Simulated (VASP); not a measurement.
Here is a VASP 6.6.1 calculation.

File INCAR:

```
SYSTEM = Si3Cl2
ALGO = Normal
EDIFF = 1E-6
EDIFFG = -0.04
ENCUT = 600
GGA = PE
IBRION = 2
ISIF = 3
ISMEAR = 0
LASPH = .TRUE.
LCHARG = .FALSE.
LREAL = .FALSE.
LWAVE = .FALSE.
NELM = 100
NSW = 90
PREC = Accurate
SIGMA = 0.1
```

KPOINTS

```
k-points
0
G
  6 6 4
  0 0 0
```

The input POSCAR:

```
Si3Cl2
1.0
    4.1213945863      0.0000000000      0.0000000000
   -2.0606972931      3.5692324107      0.0000000000
    0.0000000000      0.0000000000      6.4122205111
Si Cl
3 2
Direct
    0.0000000000      0.0000000000      0.0000000000
    0.3333333333      0.6666666667      0.6450000000
    0.6666666667      0.3333333333      0.3550000000
    0.3333333333      0.6666666667      0.2450000000
    0.6666666667      0.3333333333      0.7550000000
```

Potentials or basis: VASP PAW PBE potentials, release 64 (Si, Cl).

Command:

```sh
$ cat potpaw_PBE.64/Si/POTCAR potpaw_PBE.64/Cl/POTCAR > POTCAR
$ mpirun -np 1 vasp_std > vasp.out
```

Task: Predict the relaxed volume.

Result: 27.45 Å³/atom.

Task: What does it give for the space group after relaxing (to 0.05 Å)?

Result: P-3m1 (No. 164).

Task: Predict the band gap on the k mesh.

Result: Zero (band 13 reaches 3.13 eV, above the bottom of band 14 at 3.07 eV).

Forces on the atoms (eV/Å):
```
Si   0.000  0.000  0.000
Si   0.000  0.000 -0.002
Si   0.000  0.000  0.002
Cl   0.000  0.000  0.032
Cl   0.000  0.000 -0.032
```

Caveat: the volume moved by over 15 % at a fixed basis, so the end points are rough.
